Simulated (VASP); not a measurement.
A run of VASP 6.6.1 is set up as follows.

File INCAR:

```
SYSTEM = HgGe3
PREC = Accurate
ENCUT = 500
EDIFF = 1E-6
ISMEAR = -1
SIGMA = 0.05
LREAL = .False.
LASPH = .True.
NELM = 120
ALGO = Normal
ISIF = 2
LWAVE = .False.
LCHARG = .True.
GGA = PE
LELF = .True.
LVHAR = .True.
NBANDS = 35
GGA_COMPAT = .False.
```

The input KPOINTS:

```
Automatic mesh
0
Gamma
  4 4 4
  0 0 0
```

File POSCAR:

```
HgGe3
1.0
    4.3795733181      0.0000000000      0.0000000000
    0.0000000000      4.3795733181      0.0000000000
    0.0000000000      0.0000000000      4.3795733181
Hg Ge
1 3
Direct
    0.0000000000      0.0000000000      0.0000000000
    0.0000000000      0.5000000000      0.5000000000
    0.5000000000      0.0000000000      0.5000000000
    0.5000000000      0.5000000000      0.0000000000
```

Potentials or basis: VASP PAW PBE potentials, release 64 (Hg, Ge_d).

The run is started by

```console
$ cat potpaw_PBE.64/Hg/POTCAR potpaw_PBE.64/Ge_d/POTCAR > POTCAR
$ mpirun -np 1 vasp_std > vasp.out
```

Question: What does it give for the band gap on the k mesh?

Answer: Zero (bands 27 and 28 overlap by 4.62 eV).

Question: Predict the pressure.

Answer: 0.1 GPa.

Caveat: spin-orbit coupling is left out, which moves the levels of the heavy elements.
